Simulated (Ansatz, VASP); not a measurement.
# Two plane-wave programs on SrO

```
CELL_PARAMETERS angstrom
0.00000 2.62309 2.62309
2.62309 0.00000 2.62309
2.62309 2.62309 0.00000
ATOMIC_POSITIONS crystal
Sr 0.50000 0.50000 0.50000
O 0.00000 0.00000 0.00000
```

Alike in both runs: task single point; functional PBE; k mesh 8 × 8 × 8; no spin polarisation.

|  | VASP | Ansatz |
| --- | --- | --- |
| version | VASP 6.6.1 | Ansatz 0.2.0 |
| potentials or method | VASP PAW PBE potentials, release 64 (Sr_sv, O) | plane waves, PAW |
| plane-wave cutoff (eV) | 520 | 420 |
| occupations | gaussian, width 0.01 eV | fixed |
| valence electrons in the cell | 16 | 16 |

```tsv
	VASP	Ansatz	Ansatz less VASP
gap on the k mesh at the Fermi level (eV)	3.29	3.33	+0.043
pressure (GPa)	-1.9	-2.3	-0.44
```
